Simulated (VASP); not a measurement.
# ReF3 (Pm-3m) in VASP: a series of runs

The runs below take ReF3 through single point, with PBE.

Everything below comes from runs of VASP 6.6.1. Logs are shortened: lines on timing, memory, paths and dates and some standing lists are left out, and cuts for length are marked.

**1. The cell of the first run**

It takes space group Pm-3m (No. 221, cubic). Conventional cell: a = 4.073 Å, b = 4.073 Å, c = 4.073 Å, α = 90.00°, β = 90.00°, γ = 90.00°. Within 2.7 Å of Re (site symmetry m-3m) lie 6 F at 2.04 Å. Within 2.7 Å of F (site symmetry 4/mmm) lie 2 Re at 2.04 Å.

**2. Single point, PBE, collinear spin, antiferromagnetic start**

File INCAR:

```
SYSTEM = ReF3
PREC     = Accurate       ! precision mode
ENCUT    = 520            ! plane-wave cutoff, eV
EDIFF    = 1E-7           ! SCF threshold, eV
ISMEAR   = 0              ! smearing method
SIGMA    = 0.05           ! smearing width, eV
LREAL    = .False.        ! projectors in reciprocal space
LASPH    = .True.         ! aspherical terms in the spheres
NELM     = 150            ! most SCF steps
ALGO     = Normal         ! electronic algorithm
ISIF     = 2              ! what is computed and relaxed
LWAVE    = .False.        ! write WAVECAR
LCHARG   = .False.        ! write CHGCAR
ISPIN    = 2              ! spin polarisation
MAGMOM   = 2 -2 0 0 0 0 0 0 ! initial moments
LORBIT   = 11             ! projections on sites
LMAXMIX  = 4              ! l up to which the mixer works
GGA      = PE             ! functional
NBANDS   = 42             ! bands
```

File KPOINTS:

```
regular mesh
0
Gamma
  10 10 5
  0 0 0
```

File POSCAR:

```
ReF3
1.0
    4.0727436752      0.0000000000      4.0727436752
    0.0000000000      4.0727436752      4.0727436752
    0.0000000000      0.0000000000      8.1454873504
Re F
2 6
Direct
    0.0000000000      0.0000000000      0.0000000000
    0.0000000000      0.0000000000      0.5000000000
    0.5000000000      0.0000000000      0.7500000000
    0.0000000000      0.0000000000      0.2500000000
    0.0000000000      0.5000000000      0.7500000000
    0.5000000000      0.0000000000      0.2500000000
    0.0000000000      0.0000000000      0.7500000000
    0.0000000000      0.5000000000      0.2500000000
```

Potentials or basis: VASP PAW PBE potentials, release 64 (Re, F).

Launch:

```
$ cat potpaw_PBE.64/Re/POTCAR potpaw_PBE.64/F/POTCAR > POTCAR
$ mpirun -np 1 vasp_std > vasp.out
```

OUTCAR:

```text
SYSTEM = ReF3
   PREC = Accurate
   ENCUT = 520
   EDIFF = 1E-7
   ISMEAR = 0
   LREAL = .False.
   LASPH = .True.
   NELM = 150
   ISIF = 2
   ISPIN = 2
   LORBIT = 11
   GGA = PE

 ion  position               nearest neighbor table
   1  0.000  0.000  0.000-   3 2.04   4 2.04   5 2.04   7 2.04   8 2.04   6 2.04
   2  0.000  0.000  0.500-   4 2.04   6 2.04   7 2.04   8 2.04   5 2.04   3 2.04
   3  0.500  0.000  0.750-   2 2.04   1 2.04
   4  0.000  0.000  0.250-   1 2.04   2 2.04
   5  0.000  0.500  0.750-   2 2.04   1 2.04
   6  0.500  0.000  0.250-   1 2.04   2 2.04
   7  0.000  0.000  0.750-   1 2.04   2 2.04
   8  0.000  0.500  0.250-   1 2.04   2 2.04

  LATTYP: Found a face centered cubic cell.
 ALAT       =     8.1454873504

  Lattice vectors:

 A1 = (   4.0727436752,  -4.0727436752,   0.0000000000)
 A2 = (   4.0727436752,   0.0000000000,   4.0727436752)
 A3 = (   0.0000000000,  -4.0727436752,   4.0727436752)

Analysis of symmetry for initial positions (statically):
=====================================================================
 Subroutine PRICEL returns following result:

  LATTYP: Found a simple cubic cell.
 ALAT       =     4.0727436752
[... 12 lines left out ...]
 Subroutine GETGRP returns: Found 48 space group operations
 (whereof 48 operations were pure point group operations)
 out of a pool of 48 trial point group operations.

The static configuration has the point symmetry O_h .

Analysis of symmetry for dynamics (positions and initial velocities):
=====================================================================
 Subroutine PRICEL returns following result:

  LATTYP: Found a simple cubic cell.
 ALAT       =     4.0727436752
[... 12 lines left out ...]
 Subroutine GETGRP returns: Found 48 space group operations
 (whereof 48 operations were pure point group operations)
 out of a pool of 48 trial point group operations.

The dynamic configuration has the point symmetry O_h .

Analysis of structural, dynamic, and magnetic symmetry:
=====================================================================
 Subroutine PRICEL returns following result:

  LATTYP: Found a simple cubic cell.
 ALAT       =     4.0727436752
[... 12 lines left out ...]
 Subroutine GETGRP returns: Found 48 space group operations
 (whereof 48 operations were pure point group operations)
 out of a pool of 48 trial point group operations.

The overall configuration has the point symmetry O_h .

 Subroutine INISYM returns: Found 48 space group operations
 (whereof 48 operations are pure point group operations),
 and found     2 'primitive' translations

----------------------------------------------------------------------------------------

                                     Primitive cell

  volume of cell :      67.5556

  direct lattice vectors                    reciprocal lattice vectors
     0.000000000 -4.072743675  0.000000000     0.000000000 -0.245534725  0.000000000
     4.072743675  0.000000000  0.000000000     0.245534725  0.000000000  0.000000000
     0.000000000  0.000000000  4.072743675     0.000000000  0.000000000  0.245534725

  length of vectors
     4.072743675  4.072743675  4.072743675     0.245534725  0.245534725  0.245534725

  position of ions in fractional coordinates (direct lattice)
     0.000000000  0.000000000  0.000000000
     0.000000000  0.500000000  1.000000000
     0.000000000  0.000000000  0.500000000
     0.500000000  0.000000000  1.000000000

  ion indices of the primitive-cell ions
   primitive index   ion index
                 1           1
                 2           3
                 3           4
                 4           5

----------------------------------------------------------------------------------------

 KPOINTS: regular mesh

Automatic generation of k-mesh.
 Grid dimensions read from file:
 generate k-points for:   10   10    5

 Generating k-lattice:

  Cartesian coordinates                     Fractional coordinates (reciprocal lattice)
     0.024553473  0.000000000  0.000000000     0.100000000  0.000000000  0.000000000
     0.000000000  0.024553473  0.000000000     0.000000000  0.100000000  0.000000000
    -0.024553473 -0.024553473  0.024553473     0.000000000  0.000000000  0.200000000

  Length of vectors
[... 44 lines left out ...]
   NGXF,Y,Z  is equivalent  to a cutoff of  27.71, 27.71, 26.12 a.u.
 SYSTEM =  ReF3
   PREC   = accura    normal or accurate (medium, high low for compatibility)
   ISTART =      0    job   : 0-new  1-cont  2-samecut
   ICHARG =      2    charge: 1-file 2-atom 10-const
   ISPIN  =      2    spin polarized calculation?
   LNONCOLLINEAR =      F non collinear calculations
   LSORBIT =      F    spin-orbit coupling
   LASPH  =      T    aspherical Exc in radial PAW
   ENCUT  =  520.0 eV  38.22 Ry    6.18 a.u.  10.71 10.71 15.15*2*pi/ulx,y,z
   NELM   =    150;   NELMIN=  2; NELMDL= -5     # of ELM steps
   EDIFF  = 0.1E-06   stopping-criterion for ELM
   LREAL  =      F    real-space projection
   EDIFFG = 0.1E-05   stopping-criterion for IOM
   NSW    =      0    number of steps for IOM
   IBRION =     -1    ionic relax: 0-MD 1-quasi-New 2-CG
   NFREE  =      0    steps in history (QN), initial steepest desc. (CG)
   ISIF   =      2    stress and relaxation
   ISYM   =      2    0-nonsym 1-usesym 2-fastsym
   POTIM  = 0.5000    time-step for ionic-motion
   TEBEG  =    0.0;   TEEND  =   0.0 temperature during run
   PSTRESS=    0.0 pullay stress
   NELECT =      56.0000    total number of electrons
   NUPDOWN=      -1.0000    fix difference up-down
   EMIN   =  10.00;   EMAX   =-10.00  energy-range for DOS
   EFERMI =   0.00;   METHOD = LEGACY
   ISMEAR =     0;   SIGMA  =   0.05  broadening in eV -4-tet -1-fermi 0-gaus
   EFERMI_NEDOS =   21; number of points for ismear=-14 and -15
   IALGO  =     38    algorithm
   IMIX   =      4    mixing-type and parameters
     AMIX     =   0.40;   BMIX     =  1.00
     AMIX_MAG =   1.60;   BMIX_MAG =  1.00
  volume/ion in A,a.u.               =      16.89       113.97
  Fermi-wavevector in a.u.,A,eV,Ry     =   1.220601  2.306602 20.270872  1.489867
  Thomas-Fermi vector in A             =   2.355813
   LORBIT       =     11    0 simple, 1 ext, 2 COOP (PROOUT), +10 PAW based schemes
   GGA     = PE    functional components
   LHFCALC =     F    Hartree Fock is set to
   AEXX    =    0.0000 exact exchange contribution
   IVDW    =     0    specifies the selected vdW correction
   LEPSILON=     F    determine dielectric tensor
   LRPA    =     F    only Hartree local field effects (RPA)
 spin polarized calculation
 Gauss-broadening in eV      SIGMA  =   0.05
  energy-cutoff  :      520.00
  volume of cell :      135.11
 maximum number of plane-waves:      3695
 NGX is ok and might be reduce to    48
   NGX = 21   NGY = 21   NGZ = 31

 number of electron      55.9999970 magnetization       0.0000000

 number of electron      55.9999970 magnetization      -0.0000000

 Free energy of the ion-electron system (eV)
  ---------------------------------------------------
  ext. energy  EPLUGINS =         0.00000000
  ---------------------------------------------------
  free energy    TOTEN  =       -46.59461478 eV

  energy without entropy =      -46.56256518  energy(sigma->0) =      -46.57858998

 E-fermi :   1.8696     XC(G=0):  -8.4346

 val. band max:        1.8662972228   @ k =   0.4000   0.0000   0.2000
 cond. band min:       1.8700870882   @ k =   0.4000   0.3000   0.2000
 fundamental gap:      0.0037898654
 Fermi energy:         1.8695632804

 spin component 1

 k-point     1 :       0.0000    0.0000    0.0000
  band No.  band energies     occupation
      1     -24.3660      1.00000
      2     -24.0007      1.00000
      3     -24.0007      1.00000
      4     -23.7428      1.00000
      5     -23.7428      1.00000
      6     -23.7428      1.00000
[... 1021 lines left out ...]
     39      10.0914      0.00000
     40      10.4074      0.00000

 [... further k-points ...]

 spin component 2

 k-point     1 :       0.0000    0.0000    0.0000
  band No.  band energies     occupation
      1     -24.3660      1.00000
      2     -24.0007      1.00000
      3     -24.0007      1.00000
      4     -23.7428      1.00000
      5     -23.7428      1.00000
      6     -23.7428      1.00000
[... 1021 lines left out ...]
     39      10.0914      0.00000
     40      10.4074      0.00000

 [... further k-points ...]

 [bands above 40 left out]

------------------------ aborting loop because EDIFF is reached ----------------------------------------

  FORCE on cell =-STRESS in cart. coord.  units (eV):
  Direction    XX          YY          ZZ          XY          YZ          ZX
  --------------------------------------------------------------------------------------
  -------------------------------------------------------------------------------------
  Total       -0.5652555     -0.5652555     -0.5652555     -0.0000000      0.0000000      0.0000000
  in kB       -6.7029221     -6.7029221     -6.7029221     -0.0000000      0.0000000      0.0000000
  external PRESSURE =      -6.7029221 kB  Pullay stress =       0.0000000 kB

 VOLUME and BASIS-vectors are now :
 -----------------------------------------------------------------------------
  energy-cutoff  :      520.00
  volume of cell :      135.11
      direct lattice vectors                 reciprocal lattice vectors
     4.072743675  0.000000000  4.072743675     0.245534725  0.000000000  0.000000000
     0.000000000  4.072743675  4.072743675     0.000000000  0.245534725  0.000000000
     0.000000000  0.000000000  8.145487350    -0.122767363 -0.122767363  0.122767363

 POSITION                                       TOTAL-FORCE (eV/Angst)
 -----------------------------------------------------------------------------------
      0.00000      0.00000      0.00000        -0.000000      0.000000      0.000000
      0.00000      0.00000      4.07274        -0.000000      0.000000      0.000000
      2.03637      0.00000      8.14549        -0.000000      0.000000      0.000000
      0.00000      0.00000      2.03637        -0.000000     -0.000000      0.000000
      0.00000      2.03637      8.14549         0.000000      0.000000      0.000000
      2.03637      0.00000      4.07274        -0.000000      0.000000     -0.000000
      0.00000      0.00000      6.10912        -0.000000     -0.000000      0.000000
      0.00000      2.03637      4.07274         0.000000      0.000000     -0.000000
 -----------------------------------------------------------------------------------
    total drift:                                0.000000      0.000000     -0.000000

  FREE ENERGIE OF THE ION-ELECTRON SYSTEM (eV)
  ---------------------------------------------------
  free  energy   TOTEN  =       -46.5946147758 eV

  energy  without entropy=      -46.5625651759  energy(sigma->0) =      -46.57858998

 total charge

# of ion       s       p       d       tot
------------------------------------------
    1        0.344   0.445   4.695   5.484
    2        0.344   0.445   4.695   5.484
    3        1.728   4.362   0.000   6.090
    4        1.728   4.362   0.000   6.090
    5        1.728   4.362   0.000   6.090
    6        1.728   4.362   0.000   6.090
    7        1.728   4.362   0.000   6.090
    8        1.728   4.362   0.000   6.090
--------------------------------------------------
tot         11.055  27.064   9.390  47.510

 magnetization (x)

# of ion       s       p       d       tot
------------------------------------------
    1        0.009   0.007   1.043   1.059
    2       -0.009  -0.007  -1.043  -1.059
    3        0.000   0.000   0.000   0.000
    4        0.000   0.000   0.000   0.000
    5        0.000   0.000   0.000   0.000
    6        0.000   0.000   0.000   0.000
    7        0.000   0.000   0.000   0.000
    8        0.000   0.000   0.000   0.000
--------------------------------------------------
tot          0.000   0.000   0.000   0.000
```

It took 11 min on 1 thread of Intel Xeon Platinum 8375C at 2.90GHz (Ice Lake), shared host; peak memory 0.62 GiB.

What came out:

```
Free energy                                           : -46.5946 eV
Pressure                                              : -0.7 GPa
Band gap on the k mesh                                : zero (filled and empty bands overlap)
Net moment                                            : 0.00 μB per cell
Site moments                                          : Re +1.06, -1.06; F +0.00 μB
Valence electrons inside the program's atomic spheres : Re 5.48; F 6.09
```

Caveat: spin-orbit coupling is left out, which moves the levels of the heavy elements.

[end of part 1 of 2]
